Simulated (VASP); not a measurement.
Input of a VASP 6.6.1 run:

The input INCAR:

```
SYSTEM = PbS
  PREC = Accurate
  ENCUT = 520
  EDIFF = 1E-7
  ISMEAR = 0
  SIGMA = 0.15
  LREAL = .False.
  LASPH = .True.
  NELM = 60
  ALGO = Normal
  ISIF = 2
  LWAVE = .False.
  LCHARG = .True.
  GGA = PE
  IVDW = 12
  LELF = .True.
  LVHAR = .True.
  NBANDS = 17
```

Contents of KPOINTS:

```
regular mesh
0
Gamma
  16 16 16
  0 0 0
```

File POSCAR:

```
PbS
1.0
    3.4576722741      0.0000000000      0.0000000000
    0.0000000000      3.4576722741      0.0000000000
    0.0000000000      0.0000000000      3.4576722741
Pb S
1 1
Direct
    0.0000000000      0.0000000000      0.0000000000
    0.5000000000      0.5000000000      0.5000000000
```

Potentials or basis: VASP PAW PBE potentials, release 64 (Pb_d, S).

Run with:

```sh
$ cat potpaw_PBE.64/Pb_d/POTCAR potpaw_PBE.64/S/POTCAR > POTCAR
$ mpirun -np 1 vasp_std > vasp.out
```

Problem. Predict the band gap on the k mesh.

Solution. Zero (bands 10 and 11 overlap by 1.31 eV).

Problem. What does it give for the dispersion energy per atom?

Solution. -0.440 eV.

Problem. Estimate the pressure.

Solution. 9.5 GPa.

Caveat: the cell differs from its parent crystal (strain -0.040 along x and y, -0.040 along z); the cell stands under pressure; spin-orbit coupling is left out, which moves the levels of the heavy elements.
